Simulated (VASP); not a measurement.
A run of VASP 6.6.1 is set up as follows.

INCAR

```
SYSTEM = Si6HC6
PREC = Accurate ; ENCUT = 520
EDIFF = 1E-7 ; ISMEAR = 0
SIGMA = 0.05 ; LREAL = Auto
LASPH = .True. ; NELM = 60
ALGO = Normal ; ISIF = 2
LWAVE = .False. ; LCHARG = .False.
LDIPOL = .True. ; IDIPOL = 3
DIPOL = 0.5 0.5 0.461 ; GGA = PE
IVDW = 12 ; IBRION = 2
NSW = 100 ; EDIFFG = -0.04
```

The input KPOINTS:

```
Automatic mesh
0
Gamma
  3 3 1
  0 0 0
```

POSCAR

```
Si6HC6
1.0
    6.1499993378      0.0000000000      0.0000000000
   -3.0749996689      5.3260556598      0.0000000000
    0.0000000000      0.0000000000     24.3991351110
C Si H
12 12 2
Selective dynamics
Direct
    0.5000000000      0.0000000000      0.3278804746  F F F
    0.5000000000      0.5000000000      0.3278804746  F F F
    0.0000000000      0.0000000000      0.3278804746  F F F
    0.0000000000      0.5000000000      0.3278804746  F F F
    0.6666666667      0.8333333333      0.4307827580  F F F
    0.6666666667      0.3333333333      0.4307827580  F F F
    0.1666666667      0.8333333333      0.4307827580  F F F
    0.1666666667      0.3333333333      0.4307827580  F F F
    0.8333333333      0.6666666667      0.5352731600  T T T
    0.8333333333      0.1666666667      0.5352731600  T T T
    0.3333333333      0.6666666667      0.5352731600  T T T
    0.3333333333      0.1666666667      0.5352731600  T T T
    0.1666666667      0.8333333333      0.3536060455  F F F
    0.1666666667      0.3333333333      0.3536060455  F F F
    0.6666666667      0.8333333333      0.3536060455  F F F
    0.6666666667      0.3333333333      0.3536060455  F F F
    0.3333333333      0.6666666667      0.4546399691  T T T
    0.3333333333      0.1666666667      0.4546399691  T T T
    0.8333333333      0.6666666667      0.4546399691  T T T
    0.8333333333      0.1666666667      0.4546399691  T T T
    0.5000000000      0.5000000000      0.5564981788  T T T
    0.5000000000      0.0000000000      0.5564981788  T T T
    0.0000000000      0.5000000000      0.5564981788  T T T
    0.0000000000      0.0000000000      0.5564981788  T T T
    0.0000000000      0.0000000000      0.6618297813  T T T
    0.0000000000      0.0000000000      0.6925685758  T T T
```

Potentials or basis: VASP PAW PBE potentials, release 64 (C, Si, H).

The run is started by

```console
$ cat potpaw_PBE.64/C/POTCAR potpaw_PBE.64/Si/POTCAR potpaw_PBE.64/H/POTCAR > POTCAR
$ mpirun -np 1 vasp_std > vasp.out
```

(1) Predict the energy gained by relaxing.

(2) Predict the dispersion energy per atom.

(3) What does it give for the band gap on the k mesh?

## Answers

(1) 2.9 meV/atom.

(2) -0.217 eV.

(3) zero (filled and empty bands touch).

Caveat: the k points lie up to 0.39 Å⁻¹ apart.
